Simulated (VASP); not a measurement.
# Te2Mo in VASP: further runs

The runs below take Te2Mo through single point, with PBE+D3(BJ).

Program: VASP 6.6.1. These are calculated values, not measurements. Logs are shortened: lines on timing, memory, paths and dates and some standing lists are left out, and cuts for length are marked.

## 1. The cell of the first run

The cell holds a slab with vacuum, 3 atoms: a = 3.504 Å, b = 3.504 Å, c = 33.270 Å, α = 90.00°, β = 90.00°, γ = 120.00°.

## 2. Single point, PBE+D3(BJ)

Input file INCAR:

```
SYSTEM = Te2Mo
PREC = Accurate
ENCUT = 520
EDIFF = 1E-7
ISMEAR = 0
SIGMA = 0.02
LREAL = .FALSE.
LASPH = .TRUE.
NELM = 80
ALGO = Normal
ISIF = 2
LWAVE = .FALSE.
LCHARG = .FALSE.
LDIPOL = .TRUE.
IDIPOL = 3
DIPOL = 0.5 0.5 0.500
GGA = PE
IVDW = 12
NBANDS = 20
```

Input file KPOINTS:

```
Automatic mesh
0
G
  9 9 1
  0 0 0
```

Input file POSCAR:

```
Te2Mo
1.0
    3.5038818256      0.0000000000      0.0000000000
   -1.7519409128      3.0344506729      0.0000000000
    0.0000000000      0.0000000000     33.2698831945
Te Mo
2 1
Direct
    0.3333333333      0.6666666667      0.4453881526
    0.3333333333      0.6666666667      0.5546118474
    0.6666666667      0.3333333333      0.5000000000
```

Potentials or basis: VASP PAW PBE potentials, release 64 (Te, Mo_sv).

Launch:

```sh
$ cat potpaw_PBE.64/Te/POTCAR potpaw_PBE.64/Mo_sv/POTCAR > POTCAR
$ mpirun -np 1 vasp_std > vasp.out
```

OUTCAR:

```text
SYSTEM = Te2Mo
   PREC = Accurate
   ENCUT = 520
   EDIFF = 1E-7
   ISMEAR = 0
   LREAL = .FALSE.
   LASPH = .TRUE.
   NELM = 80
   ISIF = 2
   GGA = PE
   IVDW = 12
 IVDW          = 12

 ion  position               nearest neighbor table
   1  0.333  0.667  0.445-   3 2.72   3 2.72   3 2.72   2 3.63
   2  0.333  0.667  0.555-   3 2.72   3 2.72   3 2.72   1 3.63
   3  0.667  0.333  0.500-   1 2.72   2 2.72   1 2.72   2 2.72   1 2.72   2 2.72

  LATTYP: Found a hexagonal cell.
 ALAT       =     3.5038818256
 C/A-ratio  =     9.4951499081

  Lattice vectors:

 A1 = (   3.5038818256,   0.0000000000,   0.0000000000)
 A2 = (  -1.7519409128,   3.0344506729,   0.0000000000)
 A3 = (   0.0000000000,   0.0000000000,  33.2698831945)

Analysis of symmetry for initial positions (statically):
=====================================================================
 Subroutine PRICEL returns:
 Original cell was already a primitive cell.

 Routine SETGRP: Setting up the symmetry group for a
 hexagonal supercell.

 Subroutine GETGRP returns: Found 12 space group operations
 (whereof 12 operations were pure point group operations)
 out of a pool of 24 trial point group operations.

The static configuration has the point symmetry D_3h.

Analysis of symmetry for dynamics (positions and initial velocities):
=====================================================================
 Subroutine PRICEL returns:
 Original cell was already a primitive cell.

 Routine SETGRP: Setting up the symmetry group for a
 hexagonal supercell.

 Subroutine GETGRP returns: Found 12 space group operations
 (whereof 12 operations were pure point group operations)
 out of a pool of 24 trial point group operations.

The dynamic configuration has the point symmetry D_3h.

 Subroutine INISYM returns: Found 12 space group operations
 (whereof 12 operations are pure point group operations),
 and found     1 'primitive' translations

----------------------------------------------------------------------------------------

                                     Primitive cell

  volume of cell :     353.7373

  direct lattice vectors                    reciprocal lattice vectors
     3.503881826  0.000000000  0.000000000     0.285397753  0.164774470  0.000000000
    -1.751940913  3.034450673  0.000000000     0.000000000  0.329548939  0.000000000
     0.000000000  0.000000000 33.269883194     0.000000000  0.000000000  0.030057214
[... 78 lines left out ...]
   NFREE  =      0    steps in history (QN), initial steepest desc. (CG)
   ISIF   =      2    stress and relaxation
   ISYM   =      2    0-nonsym 1-usesym 2-fastsym
   POTIM  = 0.5000    time-step for ionic-motion
   TEBEG  =    0.0;   TEEND  =   0.0 temperature during run
   PSTRESS=    0.0 pullay stress
   NELECT =      26.0000    total number of electrons
   NUPDOWN=      -1.0000    fix difference up-down
   EMIN   =  10.00;   EMAX   =-10.00  energy-range for DOS
   EFERMI =   0.00;   METHOD = LEGACY
   ISMEAR =     0;   SIGMA  =   0.02  broadening in eV -4-tet -1-fermi 0-gaus
   EFERMI_NEDOS =   21; number of points for ismear=-14 and -15
   IALGO  =     38    algorithm
   IMIX   =      4    mixing-type and parameters
     AMIX     =   0.40;   BMIX     =  1.00
     AMIX_MAG =   1.60;   BMIX_MAG =  1.00
  volume/ion in A,a.u.               =     117.91       795.71
  Fermi-wavevector in a.u.,A,eV,Ry     =   0.685760  1.295899  6.398374  0.470267
  Thomas-Fermi vector in A             =   1.765794
   LORBIT       =      0    0 simple, 1 ext, 2 COOP (PROOUT), +10 PAW based schemes
   GGA     = PE    functional components
   LHFCALC =     F    Hartree Fock is set to
   AEXX    =    0.0000 exact exchange contribution
   IVDW    =    12    specifies the selected vdW correction
   LEPSILON=     F    determine dielectric tensor
   LRPA    =     F    only Hartree local field effects (RPA)
 non-spin polarized calculation
 Gauss-broadening in eV      SIGMA  =   0.02
  energy-cutoff  :      520.00
  volume of cell :      353.74
 maximum number of plane-waves:      9651
 NGX is ok and might be reduce to    28
   NGX = 13   NGY = 13   NGZ =123

 dipolmoment           0.000000      0.000000      0.000000 electrons x Angstroem

 number of electron      26.0000002 magnetization

 dipolmoment           0.000000      0.000000     -0.000000 electrons x Angstroem

 Free energy of the ion-electron system (eV)
  ---------------------------------------------------
  ext. energy  EPLUGINS =         0.00000000
  ---------------------------------------------------
  free energy    TOTEN  =       -18.00840341 eV

  energy without entropy =      -18.00840341  energy(sigma->0) =      -18.00840341

 E-fermi :  -2.0139     XC(G=0):  -2.5529

 val. band max:       -2.1174795701   @ k =   0.3333   0.3333   0.0000
 cond. band min:      -0.9287531734   @ k =   0.3333   0.3333   0.0000
 fundamental gap:      1.1887263966
 Fermi energy:        -2.0138741819

 k-point     1 :       0.0000    0.0000    0.0000
  band No.  band energies     occupation
      1     -62.7715      2.00000
      2     -36.9479      2.00000
      3     -36.8043      2.00000
      4     -36.8043      2.00000
      5     -14.8209      2.00000
      6     -13.8909      2.00000
[... 265 lines left out ...]
     19       3.0186      0.00000
     20       5.1774      0.00000

------------------------ aborting loop because EDIFF is reached ----------------------------------------

 vacuum level on the upper side and lower side of the slab       (xc-potential included)        -0.078        -0.078

 Edisp (eV)   -1.20189

 E8    (eV) :    -0.5851

  FORCE on cell =-STRESS in cart. coord.  units (eV):
  Direction    XX          YY          ZZ          XY          YZ          ZX
  --------------------------------------------------------------------------------------
  -------------------------------------------------------------------------------------
  Total      -0.00126    -0.00126     0.03762    -0.00000     0.00000     0.00000
  in kB      -0.00570    -0.00570     0.17040    -0.00000     0.00000     0.00000
  external pressure =        0.05 kB  Pullay stress =        0.00 kB

 VOLUME and BASIS-vectors are now :
 -----------------------------------------------------------------------------
  energy-cutoff  :      520.00
  volume of cell :      353.74
      direct lattice vectors                 reciprocal lattice vectors
     3.503881826  0.000000000  0.000000000     0.285397753  0.164774470  0.000000000
    -1.751940913  3.034450673  0.000000000     0.000000000  0.329548939  0.000000000
     0.000000000  0.000000000 33.269883194     0.000000000  0.000000000  0.030057214

 POSITION                                       TOTAL-FORCE (eV/Angst)
 -----------------------------------------------------------------------------------
     -0.00000      2.02297     14.81801         0.000000      0.000000     -0.013353
     -0.00000      2.02297     18.45187        -0.000000      0.000000      0.013353
      1.75194      1.01148     16.63494        -0.000000     -0.000000      0.000000
 -----------------------------------------------------------------------------------
    total drift:                               -0.000000      0.000000     -0.000000

  FREE ENERGIE OF THE ION-ELECTRON SYSTEM (eV)
  ---------------------------------------------------
  free  energy   TOTEN  =       -19.2102894046 eV

  energy  without entropy=      -19.2102894046  energy(sigma->0) =      -19.21028940

 vacuum level on the upper side and lower side of the slab         2.662         2.662
```

stdout:

```text
POSCAR found type information on POSCAR TeMo
 POSCAR found :  2 types and       3 ions
 scaLAPACK will be used
 LDA part: xc-table for (Slater+PW92), standard interpolation
 POSCAR, INCAR and KPOINTS ok, starting setup
 FFT: planning ... GRIDC
 FFT: planning ... GRID_SOFT
 FFT: planning ... GRID
 WAVECAR not read
 entering main loop
```

It took 2.6 min on 1 thread of Intel Xeon Platinum 8488C (Sapphire Rapids), shared host; peak memory 0.48 GiB.

What came out:

```yaml
Free_energy: -19.2103 eV
Largest_force: 0.013 eV/Å
Band_gap_on_the_k_mesh: 1.19 eV, direct
Dispersion_energy_per_atom: -0.401 eV
```

Forces on the atoms (eV/Å):
```
Te   0.000  0.000 -0.013
Te   0.000  0.000  0.013
Mo   0.000  0.000  0.000
```

Caveat: spin-orbit coupling is left out, which moves the levels of the heavy elements.

## 3. Single point, PBE+D3(BJ)

This run uses another cell than the first one, of 117.42 Å³/atom, 0.996 times its volume.

Input file INCAR:

```
ALGO = Normal ; DIPOL = 0.5 0.5 0.500
EDIFF = 1E-7 ; ENCUT = 520
GGA = PE ; IDIPOL = 3
ISIF = 2 ; ISMEAR = 0
IVDW = 12 ; LASPH = T
LCHARG = F ; LDIPOL = T
LREAL = F ; LWAVE = F
NBANDS = 20 ; NELM = 60
PREC = Accurate ; SIGMA = 0.02
```

Input file KPOINTS:

```
k-points
0
Gamma
  9 9 1
```

Input file POSCAR:

```
Te2Mo
1.0
    3.4964859121      0.0000000000      0.0000000000
   -1.7482429560      3.0280456238      0.0000000000
    0.0000000000      0.0000000000     33.2698831945
Te Mo
2 1
Direct
    0.3333333333      0.6666666667      0.4453718912
    0.3333333333      0.6666666667      0.5546281088
    0.6666666667      0.3333333333      0.5000000000
```

Potentials or basis: VASP PAW PBE potentials, release 64 (Te, Mo_sv).

Launch:

```sh
$ cat potpaw_PBE.64/Te/POTCAR potpaw_PBE.64/Mo_sv/POTCAR > POTCAR
$ mpirun -np 1 vasp_std > vasp.out
```

OUTCAR:

```text
EDIFF = 1E-7
   ENCUT = 520
   GGA = PE
   ISIF = 2
   ISMEAR = 0
   IVDW = 12
   LASPH = T
   LREAL = F
   NELM = 60
   PREC = Accurate
 IVDW          = 12

 ion  position               nearest neighbor table
   1  0.333  0.667  0.445-   3 2.72   3 2.72   3 2.72   2 3.63
   2  0.333  0.667  0.555-   3 2.72   3 2.72   3 2.72   1 3.63
   3  0.667  0.333  0.500-   1 2.72   2 2.72   1 2.72   2 2.72   1 2.72   2 2.72

  LATTYP: Found a hexagonal cell.
 ALAT       =     3.4964859121
 C/A-ratio  =     9.5152344471

  Lattice vectors:

 A1 = (   3.4964859121,   0.0000000000,   0.0000000000)
 A2 = (  -1.7482429560,   3.0280456238,   0.0000000000)
 A3 = (   0.0000000000,   0.0000000000,  33.2698831945)

Analysis of symmetry for initial positions (statically):
=====================================================================
 Subroutine PRICEL returns:
 Original cell was already a primitive cell.

 Routine SETGRP: Setting up the symmetry group for a
 hexagonal supercell.

 Subroutine GETGRP returns: Found 12 space group operations
 (whereof 12 operations were pure point group operations)
 out of a pool of 24 trial point group operations.

The static configuration has the point symmetry D_3h.

Analysis of symmetry for dynamics (positions and initial velocities):
=====================================================================
 Subroutine PRICEL returns:
 Original cell was already a primitive cell.

 Routine SETGRP: Setting up the symmetry group for a
 hexagonal supercell.

 Subroutine GETGRP returns: Found 12 space group operations
 (whereof 12 operations were pure point group operations)
 out of a pool of 24 trial point group operations.

The dynamic configuration has the point symmetry D_3h.

 Subroutine INISYM returns: Found 12 space group operations
 (whereof 12 operations are pure point group operations),
 and found     1 'primitive' translations

----------------------------------------------------------------------------------------

                                     Primitive cell

  volume of cell :     352.2455

  direct lattice vectors                    reciprocal lattice vectors
     3.496485912  0.000000000  0.000000000     0.286001438  0.165123007  0.000000000
    -1.748242956  3.028045624  0.000000000     0.000000000  0.330246015  0.000000000
     0.000000000  0.000000000 33.269883194     0.000000000  0.000000000  0.030057214

  length of vectors
     3.496485912  3.496485912 33.269883194     0.330246015  0.330246015  0.030057214

  position of ions in fractional coordinates (direct lattice)
     0.333333333  0.666666667  0.445371891
     0.333333333  0.666666667  0.554628109
     0.666666667  0.333333333  0.500000000

  ion indices of the primitive-cell ions
   primitive index   ion index
                 1           1
                 2           2
                 3           3

----------------------------------------------------------------------------------------

 KPOINTS: k-points

Automatic generation of k-mesh.
[... 26 lines left out ...]
  0.333333  0.000000  0.000000      6.000000
  0.444444  0.000000  0.000000      6.000000
  0.111111  0.111111  0.000000      6.000000
  0.222222  0.111111  0.000000     12.000000
  0.333333  0.111111  0.000000     12.000000
  0.444444  0.111111  0.000000      6.000000
  0.222222  0.222222  0.000000      6.000000
  0.333333  0.222222  0.000000     12.000000
  0.333333  0.333333  0.000000      2.000000
   k-points           NKPTS =     12   k-points in BZ     NKDIM =     12   number of bands    NBANDS=     20
   number of dos      NEDOS =    301   number of ions     NIONS =      3
   total plane-waves  NPLWV = 196000
   dimension x,y,z NGX =    28 NGY =   28 NGZ =  250
   dimension x,y,z NGXF=    56 NGYF=   56 NGZF=  500
   ions per type =               2   1
   NGX,Y,Z   is equivalent  to a cutoff of  13.31, 13.31, 12.49 a.u.
   NGXF,Y,Z  is equivalent  to a cutoff of  26.63, 26.63, 24.98 a.u.
 SYSTEM =  unknown system
   PREC   = accura    normal or accurate (medium, high low for compatibility)
   ISTART =      0    job   : 0-new  1-cont  2-samecut
   ICHARG =      2    charge: 1-file 2-atom 10-const
   ISPIN  =      1    spin polarized calculation?
   LNONCOLLINEAR =      F non collinear calculations
   LSORBIT =      F    spin-orbit coupling
   LASPH  =      T    aspherical Exc in radial PAW
   ENCUT  =  520.0 eV  38.22 Ry    6.18 a.u.   6.50  6.50 61.86*2*pi/ulx,y,z
   NELM   =     60;   NELMIN=  2; NELMDL= -5     # of ELM steps
   EDIFF  = 0.1E-06   stopping-criterion for ELM
   LREAL  =      F    real-space projection
   EDIFFG = 0.1E-05   stopping-criterion for IOM
   NSW    =      0    number of steps for IOM
   IBRION =     -1    ionic relax: 0-MD 1-quasi-New 2-CG
   NFREE  =      0    steps in history (QN), initial steepest desc. (CG)
   ISIF   =      2    stress and relaxation
   ISYM   =      2    0-nonsym 1-usesym 2-fastsym
   POTIM  = 0.5000    time-step for ionic-motion
   TEBEG  =    0.0;   TEEND  =   0.0 temperature during run
   PSTRESS=    0.0 pullay stress
   NELECT =      26.0000    total number of electrons
   NUPDOWN=      -1.0000    fix difference up-down
   EMIN   =  10.00;   EMAX   =-10.00  energy-range for DOS
   EFERMI =   0.00;   METHOD = LEGACY
   ISMEAR =     0;   SIGMA  =   0.02  broadening in eV -4-tet -1-fermi 0-gaus
   EFERMI_NEDOS =   21; number of points for ismear=-14 and -15
   IALGO  =     38    algorithm
   IMIX   =      4    mixing-type and parameters
     AMIX     =   0.40;   BMIX     =  1.00
     AMIX_MAG =   1.60;   BMIX_MAG =  1.00
  volume/ion in A,a.u.               =     117.42       792.36
  Fermi-wavevector in a.u.,A,eV,Ry     =   0.686727  1.297726  6.416426  0.471594
  Thomas-Fermi vector in A             =   1.767038
   LORBIT       =      0    0 simple, 1 ext, 2 COOP (PROOUT), +10 PAW based schemes
   GGA     = PE    functional components
   LHFCALC =     F    Hartree Fock is set to
   AEXX    =    0.0000 exact exchange contribution
   IVDW    =    12    specifies the selected vdW correction
   LEPSILON=     F    determine dielectric tensor
   LRPA    =     F    only Hartree local field effects (RPA)
 non-spin polarized calculation
 Gauss-broadening in eV      SIGMA  =   0.02
  energy-cutoff  :      520.00
  volume of cell :      352.25
 maximum number of plane-waves:      9591
 NGX is ok and might be reduce to    28
   NGX = 13   NGY = 13   NGZ =123

 dipolmoment           0.000000      0.000000      0.000000 electrons x Angstroem

 number of electron      26.0000001 magnetization

 dipolmoment           0.000000      0.000000     -0.000000 electrons x Angstroem

 Free energy of the ion-electron system (eV)
  ---------------------------------------------------
  ext. energy  EPLUGINS =         0.00000000
  ---------------------------------------------------
  free energy    TOTEN  =       -18.00300908 eV

  energy without entropy =      -18.00300908  energy(sigma->0) =      -18.00300908

 E-fermi :  -1.9973     XC(G=0):  -2.5579

 val. band max:       -2.1023584726   @ k =   0.3333   0.3333   0.0000
 cond. band min:      -0.8973726494   @ k =   0.3333   0.3333   0.0000
 fundamental gap:      1.2049858231
 Fermi energy:        -1.9972856990

 k-point     1 :       0.0000    0.0000    0.0000
  band No.  band energies     occupation
      1     -62.7495      2.00000
      2     -36.9306      2.00000
      3     -36.7812      2.00000
      4     -36.7812      2.00000
      5     -14.8323      2.00000
      6     -13.9014      2.00000
[... 265 lines left out ...]
     19       3.0470      0.00000
     20       5.1933      0.00000

------------------------ aborting loop because EDIFF is reached ----------------------------------------

 vacuum level on the upper side and lower side of the slab       (xc-potential included)        -0.080        -0.080

 Edisp (eV)   -1.20687

 E8    (eV) :    -0.5874

  FORCE on cell =-STRESS in cart. coord.  units (eV):
  Direction    XX          YY          ZZ          XY          YZ          ZX
  --------------------------------------------------------------------------------------
  -------------------------------------------------------------------------------------
  Total       0.19255     0.19255     0.15188     0.00000     0.00000    -0.00000
  in kB       0.87581     0.87581     0.69081     0.00000     0.00000    -0.00000
  external pressure =        0.81 kB  Pullay stress =        0.00 kB

 VOLUME and BASIS-vectors are now :
 -----------------------------------------------------------------------------
  energy-cutoff  :      520.00
  volume of cell :      352.25
      direct lattice vectors                 reciprocal lattice vectors
     3.496485912  0.000000000  0.000000000     0.286001438  0.165123007  0.000000000
    -1.748242956  3.028045624  0.000000000     0.000000000  0.330246015  0.000000000
     0.000000000  0.000000000 33.269883194     0.000000000  0.000000000  0.030057214

 POSITION                                       TOTAL-FORCE (eV/Angst)
 -----------------------------------------------------------------------------------
     -0.00000      2.01870     14.81747        -0.000000      0.000000     -0.044759
     -0.00000      2.01870     18.45241        -0.000000      0.000000      0.044759
      1.74824      1.00935     16.63494         0.000000     -0.000000      0.000000
 -----------------------------------------------------------------------------------
    total drift:                               -0.000000      0.000000     -0.000000

  FREE ENERGIE OF THE ION-ELECTRON SYSTEM (eV)
  ---------------------------------------------------
  free  energy   TOTEN  =       -19.2098824353 eV

  energy  without entropy=      -19.2098824353  energy(sigma->0) =      -19.20988244

 vacuum level on the upper side and lower side of the slab         2.672         2.672
```

OSZICAR:

```text
N       E                     dE             d eps       ncg     rms          rms(c)
DAV:   1     0.129080283704E+03    0.12908E+03   -0.11699E+04   672   0.923E+02
DAV:   2    -0.762338613012E+01   -0.13670E+03   -0.13306E+03   712   0.181E+02
DAV:   3    -0.184580399845E+02   -0.10835E+02   -0.10737E+02   684   0.439E+01
[... 16 lines left out ...]
DAV:  20    -0.180030053484E+02   -0.58322E-05   -0.85793E-08   524   0.890E-04    0.449E-04
DAV:  21    -0.180030082173E+02   -0.28689E-05   -0.59973E-08   468   0.585E-04    0.311E-04
DAV:  22    -0.180030087128E+02   -0.49550E-06   -0.42570E-09   392   0.188E-04    0.107E-04
DAV:  23    -0.180030090543E+02   -0.34149E-06   -0.60037E-09   364   0.184E-04    0.922E-05
DAV:  24    -0.180030090785E+02   -0.24201E-07    0.78047E-10   340   0.577E-05
   1 F= -.19209882E+02 E0= -.19209882E+02  d E =-.287184E-15
```

It took 2.7 min on 1 thread of Intel Xeon Platinum 8488C (Sapphire Rapids), shared host; peak memory 0.49 GiB.

Results:

```yaml
Free_energy: -19.2099 eV
Largest_force: 0.045 eV/Å
Band_gap_on_the_k_mesh: 1.21 eV, direct
Dispersion_energy_per_atom: -0.402 eV
```

Forces in eV/Å, atoms in the order of the input:
```
Te   0.000  0.000 -0.045
Te   0.000  0.000  0.045
Mo   0.000  0.000  0.000
```

Levels at points of the mesh, in eV from the valence-band top:
| k point | band 10 | band 11 | band 12 | band 13 | band 14 | band 15 | band 16 | band 17 |
| --- | --- | --- | --- | --- | --- | --- | --- | --- |
| (0.00, 0.00, 0.00) | -1.60 | -0.81 | -0.81 | -0.59 | 3.23 | 3.23 | 3.51 | 3.51 |

Caveat: spin-orbit coupling is left out, which moves the levels of the heavy elements.
